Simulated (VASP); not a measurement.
A run of VASP 6.6.1 is set up as follows.

Contents of INCAR:

```
SYSTEM = P
PREC = Accurate
ENCUT = 520
EDIFF = 1E-7
ISMEAR = 0
SIGMA = 0.15
LREAL = .FALSE.
LASPH = .TRUE.
NELM = 100
ALGO = Normal
ISIF = 2
LWAVE = .FALSE.
LCHARG = .TRUE.
GGA = PS
IVDW = 12
LELF = .TRUE.
LVHAR = .TRUE.
NBANDS = 12
```

KPOINTS

```
regular mesh
0
G
  18 18 18
  0 0 0
```

Contents of POSCAR:

```
P
1.0
    1.7257251780      0.9963478961      3.1296800121
   -1.7257251780      0.9963478961      3.1296800121
    0.0000000000     -1.9926957921      3.1296800121
P
2
Direct
    0.1585286221      0.2454486033      0.2772635245
    0.7729197500      0.7729197500      0.7729197500
```

Potentials or basis: VASP PAW PBE potentials, release 64 (P).

Run with:

```bash
$ cat potpaw_PBE.64/P/POTCAR > POTCAR
$ mpirun -np 1 vasp_std > vasp.out
```

Q: What does it give for the pressure?

A: -3.4 GPa.

Q: What does it give for the dispersion energy per atom?

A: -0.350 eV.

Q: What does it give for the largest force?

A: 1.176 eV/Å.

Q: Estimate the band gap on the k mesh.

A: Zero (bands 5 and 6 overlap by 1.02 eV).

Forces in eV/Å, atoms in the order of the input:
```
P    0.499  0.849  0.644
P   -0.499 -0.849 -0.644
```

Caveat: the cell differs from its parent crystal (atom 1 (P) moved by (-0.150, -0.150) A along x and y); the cell stands under tension; the PAW data sets were made with another functional, which shifts forces and pressure a little.
